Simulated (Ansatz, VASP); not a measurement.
Two plane-wave programs on Os

```
Os
1.0
     2.81612    0.00000    0.00000
    -1.40806    2.29677    0.00000
     0.00000    0.00000    4.31970
Os
2
Cartesian
  0.0000 1.5312 1.0799
  1.4081 0.7656 3.2398
```

Change from the starting cell: strain +0.0300 x Voigt [1, -1, 0, 0, 0, 0], atoms carried along.

Alike in both runs: task single point; functional PBE; k mesh 18 × 18 × 12; occupations gaussian, width 0.15 eV; no spin polarisation.

|  | VASP | Ansatz |
| --- | --- | --- |
| version | VASP 6.6.1 | Ansatz 0.2.0 |
| potentials or method | VASP PAW PBE potentials, release 64 (Os), cutoff 520 eV | scalar-relativistic, plane waves, PAW |
| valence electrons in the cell | 16 | 32 |

```csv
,VASP,Ansatz,Ansatz less VASP
gap on the k mesh at the Fermi level (eV),none,none,-
pressure (GPa),10.2,10.2,0.00
"traceless stress, the component that is largest in VASP (GPa)",16.01,16.08,+0.068
rms of the force components (eV/Å),0.103,0.106,+0.0032
```

Atom by atom the forces differ by 0.003 eV/Å (rms over components). A gap of «none» marks a metal or a gap that the smearing closes. The functional is the same, so the differences come from potentials, cutoffs and numerics. VASP's potentials hold 16 valence electrons a cell and Ansatz's 32, so a difference there can come from the potentials and not from the codes.

Neither program's run includes spin-orbit coupling.
